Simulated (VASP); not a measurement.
# Ag in VASP: relaxation of the atoms with PBE

Aim: the relaxation of the atoms of Ag with PBE.

All numbers are computed with VASP 6.6.1; they aren't measurements. Logs are shortened: lines on timing, memory, paths and dates and some standing lists are left out, and cuts for length are marked.

## 1. The cell of the first run

The cell holds a slab with vacuum, 6 atoms: a = 2.934 Å, b = 2.934 Å, c = 26.998 Å, α = 90.00°, β = 90.00°, γ = 120.00°.

## 2. Relaxation of the atoms, PBE

File INCAR:

```
SYSTEM = Ag
PREC = Accurate
ENCUT = 520
EDIFF = 1E-7
ISMEAR = 0
SIGMA = 0.1
LREAL = .False.
LASPH = .True.
NELM = 100
ALGO = Fast
ISIF = 2
LWAVE = .False.
LCHARG = .False.
LDIPOL = .True.
IDIPOL = 3
DIPOL = 0.5 0.5 0.500
GGA = PE
IBRION = 2
NSW = 80
EDIFFG = -0.02
```

File KPOINTS:

```
regular mesh
0
Gamma
  12 12 1
  0 0 0
```

File POSCAR:

```
Ag
1.0
    2.9341770100      0.0000000000      0.0000000000
   -1.4670885050      2.5410718299      0.0000000000
    0.0000000000      0.0000000000     26.9976948184
Ag
6
Direct
    0.6666666667      0.3333333333      0.2778014957
    0.3333333333      0.6666666667      0.3666808974
    0.6666666667      0.3333333333      0.4555602991
    0.3333333333      0.6666666667      0.5444397009
    0.6666666667      0.3333333333      0.6333191026
    0.3333333333      0.6666666667      0.7221985043
```

Potentials or basis: VASP PAW PBE potentials, release 64 (Ag).

Started as:

```sh
$ cat potpaw_PBE.64/Ag/POTCAR > POTCAR
$ mpirun -np 1 vasp_std > vasp.out
```

OUTCAR:

```text
SYSTEM = Ag
   PREC = Accurate
   ENCUT = 520
   EDIFF = 1E-7
   ISMEAR = 0
   LREAL = .False.
   LASPH = .True.
   NELM = 100
   ISIF = 2
   GGA = PE
   IBRION = 2
   NSW = 80
   EDIFFG = -0.02

 ion  position               nearest neighbor table
   1  0.667  0.333  0.278-   2 2.94   2 2.94   2 2.94
   2  0.333  0.667  0.367-   3 2.94   1 2.94   3 2.94   1 2.94   3 2.94   1 2.94
   3  0.667  0.333  0.456-   2 2.94   2 2.94   2 2.94   4 2.94   4 2.94   4 2.94
   4  0.333  0.667  0.544-   5 2.94   5 2.94   5 2.94   3 2.94   3 2.94   3 2.94
   5  0.667  0.333  0.633-   4 2.94   6 2.94   4 2.94   6 2.94   4 2.94   6 2.94
   6  0.333  0.667  0.722-   5 2.94   5 2.94   5 2.94

  LATTYP: Found a hexagonal cell.
 ALAT       =     2.9341770100
 C/A-ratio  =     9.2011132002

  Lattice vectors:

 A1 = (   2.9341770100,   0.0000000000,   0.0000000000)
 A2 = (  -1.4670885050,   2.5410718299,   0.0000000000)
 A3 = (   0.0000000000,   0.0000000000,  26.9976948184)

Analysis of symmetry for initial positions (statically):
=====================================================================
 Subroutine PRICEL returns:
 Original cell was already a primitive cell.

 Routine SETGRP: Setting up the symmetry group for a
 hexagonal supercell.

 Subroutine GETGRP returns: Found 12 space group operations
 (whereof 12 operations were pure point group operations)
 out of a pool of 24 trial point group operations.

The static configuration has the point symmetry D_3d.

Analysis of symmetry for dynamics (positions and initial velocities):
=====================================================================
 Subroutine PRICEL returns:
 Original cell was already a primitive cell.

 Routine SETGRP: Setting up the symmetry group for a
 hexagonal supercell.

 Subroutine GETGRP returns: Found 12 space group operations
 (whereof 12 operations were pure point group operations)
 out of a pool of 24 trial point group operations.

The dynamic configuration has the point symmetry D_3d.

 Subroutine INISYM returns: Found 12 space group operations
 (whereof 12 operations are pure point group operations),
 and found     1 'primitive' translations

----------------------------------------------------------------------------------------

                                     Primitive cell

  volume of cell :     201.2936

  direct lattice vectors                    reciprocal lattice vectors
     2.934177010  0.000000000  0.000000000     0.340811068  0.196767362  0.000000000
    -1.467088505  2.541071830  0.000000000     0.000000000  0.393534724  0.000000000
     0.000000000  0.000000000 26.997694818     0.000000000  0.000000000  0.037040199

  length of vectors
     2.934177010  2.934177010 26.997694818     0.393534724  0.393534724  0.037040199

  position of ions in fractional coordinates (direct lattice)
     0.666666667  0.333333333  0.277801496
     0.333333333  0.666666667  0.366680897
     0.666666667  0.333333333  0.455560299
     0.333333333  0.666666667  0.544439701
     0.666666667  0.333333333  0.633319103
     0.333333333  0.666666667  0.722198504

  ion indices of the primitive-cell ions
   primitive index   ion index
                 1           1
                 2           2
                 3           3
                 4           4
                 5           5
                 6           6

----------------------------------------------------------------------------------------

 KPOINTS: regular mesh

Automatic generation of k-mesh.
 Grid dimensions read from file:
 generate k-points for:   12   12    1

 Generating k-lattice:

  Cartesian coordinates                     Fractional coordinates (reciprocal lattice)
     0.028400922  0.016397280  0.000000000     0.083333333 -0.000000000  0.000000000
     0.000000000  0.032794560  0.000000000     0.000000000  0.083333333  0.000000000
     0.000000000  0.000000000  0.037040199     0.000000000  0.000000000  1.000000000

  Length of vectors
     0.032794560  0.032794560  0.037040199

  Shift w.r.t. Gamma in fractional coordinates (k-lattice)
     0.000000000  0.000000000  0.000000000

 Subroutine IBZKPT returns following result:
 ===========================================

 Found     19 irreducible k-points:

 Following reciprocal coordinates:
            Coordinates               Weight
  0.000000  0.000000  0.000000      1.000000
  0.083333 -0.000000  0.000000      6.000000
  0.166667 -0.000000  0.000000      6.000000
  0.250000 -0.000000  0.000000      6.000000
  0.333333  0.000000  0.000000      6.000000
  0.416667  0.000000  0.000000      6.000000
[... 11 lines left out ...]
  0.333333  0.250000  0.000000     12.000000
  0.333333  0.333333  0.000000      2.000000
   k-points           NKPTS =     19   k-points in BZ     NKDIM =     19   number of bands    NBANDS=     39
   number of dos      NEDOS =    301   number of ions     NIONS =      6
   total plane-waves  NPLWV = 120960
   dimension x,y,z NGX =    24 NGY =   24 NGZ =  210
   dimension x,y,z NGXF=    48 NGYF=   48 NGZF=  420
   ions per type =               6
   NGX,Y,Z   is equivalent  to a cutoff of  13.60, 13.60, 12.93 a.u.
   NGXF,Y,Z  is equivalent  to a cutoff of  27.20, 27.20, 25.86 a.u.
 SYSTEM =  Ag
   PREC   = accura    normal or accurate (medium, high low for compatibility)
   ISTART =      0    job   : 0-new  1-cont  2-samecut
   ICHARG =      2    charge: 1-file 2-atom 10-const
   ISPIN  =      1    spin polarized calculation?
   LNONCOLLINEAR =      F non collinear calculations
   LSORBIT =      F    spin-orbit coupling
   LASPH  =      T    aspherical Exc in radial PAW
   ENCUT  =  520.0 eV  38.22 Ry    6.18 a.u.   5.46  5.46 50.20*2*pi/ulx,y,z
   NELM   =    100;   NELMIN=  2; NELMDL= -5     # of ELM steps
   EDIFF  = 0.1E-06   stopping-criterion for ELM
   LREAL  =      F    real-space projection
   EDIFFG = -.2E-01   stopping-criterion for IOM
   NSW    =     80    number of steps for IOM
   IBRION =      2    ionic relax: 0-MD 1-quasi-New 2-CG
   NFREE  =      1    steps in history (QN), initial steepest desc. (CG)
   ISIF   =      2    stress and relaxation
   ISYM   =      2    0-nonsym 1-usesym 2-fastsym
   POTIM  = 0.5000    time-step for ionic-motion
   TEBEG  =    0.0;   TEEND  =   0.0 temperature during run
   PSTRESS=    0.0 pullay stress
   NELECT =      66.0000    total number of electrons
   NUPDOWN=      -1.0000    fix difference up-down
   EMIN   =  10.00;   EMAX   =-10.00  energy-range for DOS
   EFERMI =   0.00;   METHOD = LEGACY
   ISMEAR =     0;   SIGMA  =   0.10  broadening in eV -4-tet -1-fermi 0-gaus
   EFERMI_NEDOS =   21; number of points for ismear=-14 and -15
   IALGO  =     68    algorithm
   IMIX   =      4    mixing-type and parameters
     AMIX     =   0.40;   BMIX     =  1.00
     AMIX_MAG =   1.60;   BMIX_MAG =  1.00
  volume/ion in A,a.u.               =      33.55       226.40
  Fermi-wavevector in a.u.,A,eV,Ry     =   1.128876  2.133266 17.338728  1.274361
  Thomas-Fermi vector in A             =   2.265567
   LORBIT       =      0    0 simple, 1 ext, 2 COOP (PROOUT), +10 PAW based schemes
   GGA     = PE    functional components
   LHFCALC =     F    Hartree Fock is set to
   AEXX    =    0.0000 exact exchange contribution
   IVDW    =     0    specifies the selected vdW correction
   LEPSILON=     F    determine dielectric tensor
   LRPA    =     F    only Hartree local field effects (RPA)
 conjugate gradient relaxation of ions
 non-spin polarized calculation
 RMM-DIIS sequential band-by-band and
 Gauss-broadening in eV      SIGMA  =   0.10
  energy-cutoff  :      520.00
  volume of cell :      201.29
 maximum number of plane-waves:      5537
 NGX is ok and might be reduce to    24
   NGX = 11   NGY = 11   NGZ =101

--------------------------------------- Ionic step        1  -------------------------------------------

 number of electron      66.0000018 magnetization

 Free energy of the ion-electron system (eV)
  ---------------------------------------------------
  ext. energy  EPLUGINS =         0.00000000
  ---------------------------------------------------
  free energy    TOTEN  =       -15.58554441 eV

  energy without entropy =      -15.57549785  energy(sigma->0) =      -15.58052113

------------------------ aborting loop because EDIFF is reached ----------------------------------------

  FORCE on cell =-STRESS in cart. coord.  units (eV):
  Direction    XX          YY          ZZ          XY          YZ          ZX
  --------------------------------------------------------------------------------------
  -------------------------------------------------------------------------------------
  Total       -0.7070504     -0.7070504     -0.8168667      0.0000000      0.0000000      0.0000000
  in kB       -5.6277008     -5.6277008     -6.5017733      0.0000000      0.0000000      0.0000000
  external PRESSURE =      -5.9190583 kB  Pullay stress =       0.0000000 kB
[... 261 lines left out ...]
  FREE ENERGIE OF THE ION-ELECTRON SYSTEM (eV)
  ---------------------------------------------------
  free  energy   TOTEN  =       -15.5884923420 eV

  energy  without entropy=      -15.5787334793  energy(sigma->0) =      -15.58361291

 dipolmoment           0.000000      0.000000      0.000000 electrons x Angstroem

--------------------------------------- Ionic step        8  -------------------------------------------

 number of electron      66.0000021 magnetization

------------------------ aborting loop because EDIFF is reached ----------------------------------------
[... 35 lines left out ...]
--------------------------------------- Ionic step        9  -------------------------------------------

 number of electron      66.0000021 magnetization

 dipolmoment           0.000000      0.000000     -0.000000 electrons x Angstroem

 Free energy of the ion-electron system (eV)
  ---------------------------------------------------
  ext. energy  EPLUGINS =         0.00000000
  ---------------------------------------------------
  free energy    TOTEN  =       -15.58893223 eV

  energy without entropy =      -15.57918098  energy(sigma->0) =      -15.58405660

 E-fermi :   2.1505     XC(G=0):  -6.9366

 val. band max:        2.0393791763   @ k =   0.3333   0.1667   0.0000
 cond. band min:       2.1696041694   @ k =   0.2500   0.1667   0.0000
 fundamental gap:      0.1302249931
 Fermi energy:         2.1505407017

 k-point     1 :       0.0000    0.0000    0.0000
  band No.  band energies     occupation
      1      -5.1617      2.00000
      2      -4.6768      2.00000
      3      -4.0710      2.00000
      4      -3.9675      2.00000
      5      -3.8167      2.00000
      6      -3.7577      2.00000
[... 787 lines left out ...]
     38       6.2968      0.00000
     39       6.9661      0.00000

------------------------ aborting loop because EDIFF is reached ----------------------------------------

 vacuum level on the upper side and lower side of the slab       (xc-potential included)        -0.008        -0.008

  FORCE on cell =-STRESS in cart. coord.  units (eV):
  Direction    XX          YY          ZZ          XY          YZ          ZX
  --------------------------------------------------------------------------------------
  -------------------------------------------------------------------------------------
  Total       -0.4429721     -0.4429721     -0.0855924      0.0000000      0.0000000      0.0000000
  in kB       -3.5257947     -3.5257947     -0.6812646      0.0000000      0.0000000      0.0000000
  external PRESSURE =      -2.5776180 kB  Pullay stress =       0.0000000 kB
[... 21 lines left out ...]
  FREE ENERGIE OF THE ION-ELECTRON SYSTEM (eV)
  ---------------------------------------------------
  free  energy   TOTEN  =       -15.5889322268 eV

  energy  without entropy=      -15.5791809825  energy(sigma->0) =      -15.58405660

 reached required accuracy - stopping structural energy minimisation

 vacuum level on the upper side and lower side of the slab         6.525         6.525
```

Run time: 17 min. Hardware: 1 thread of Oxide Virtual Turin-like, shared host; peak memory 0.37 GiB.

Results:

| Property | Result |
| --- | --- |
| Free energy | -15.5889 eV |
| Energy gained by relaxing | 0.6 meV/atom |
| Ionic steps | 9 |
| Largest force after relaxing | 0.020 eV/Å |
| Band gap on the k mesh | zero (bands 33 and 34 overlap by 6.37 eV) |

Forces on the atoms (eV/Å):
```
Ag   0.000  0.000  0.007
Ag   0.000  0.000 -0.009
Ag   0.000  0.000  0.020
Ag   0.000  0.000 -0.020
Ag   0.000  0.000  0.009
Ag   0.000  0.000 -0.007
```

Step by step:
| step | energy change (eV) | largest force (eV/Å) | pressure (GPa) |
| --- | --- | --- | --- |
| 1 | 0.0000 | 0.0648 | -0.59 |
| 2 | -0.0004 | 0.0540 | -0.57 |
| 3 | -0.0013 | 0.0333 | -0.51 |
| 4 | -0.0016 | 0.0595 | -0.39 |
| 5 | -0.0017 | 0.0463 | -0.43 |
| 6 | -0.0022 | 0.0349 | -0.40 |
| 7 | -0.0029 | 0.0210 | -0.34 |
| 8 | -0.0034 | 0.0200 | -0.23 |
| 9 | -0.0034 | 0.0196 | -0.26 |

Final structure:
```cif
data_structure
_symmetry_space_group_name_H-M 'P 1'
_symmetry_Int_Tables_number 1
_cell_length_a 2.9342
_cell_length_b 2.9342
_cell_length_c 26.9977
_cell_angle_alpha 90.000
_cell_angle_beta 90.000
_cell_angle_gamma 120.000
_cell_volume 201.29
loop_
_atom_site_label
_atom_site_type_symbol
_atom_site_fract_x
_atom_site_fract_y
_atom_site_fract_z
_atom_site_occupancy
Ag1 Ag 0.66667 0.33333 0.27966 1
Ag2 Ag 0.33333 0.66667 0.36774 1
Ag3 Ag 0.66667 0.33333 0.45578 1
Ag4 Ag 0.33333 0.66667 0.54422 1
Ag5 Ag 0.66667 0.33333 0.63226 1
Ag6 Ag 0.33333 0.66667 0.72034 1
```

Levels at points of the mesh, in eV from the Fermi level:
```csv
k point,band 29,band 30,band 31,band 32,band 33,band 34,band 35,band 36,band 37,band 38
"(0.00, 0.00, 0.00)",-3.26,-3.26,-3.14,-3.14,-3.10,-3.10,-2.24,-0.50,0.19,3.94
"(0.50, 0.00, 0.00)",-2.79,-2.79,0.14,0.34,0.76,1.19,1.42,1.45,4.16,4.18
```

The gap in the log of VASP goes by the Fermi energy; the results here count the filled bands.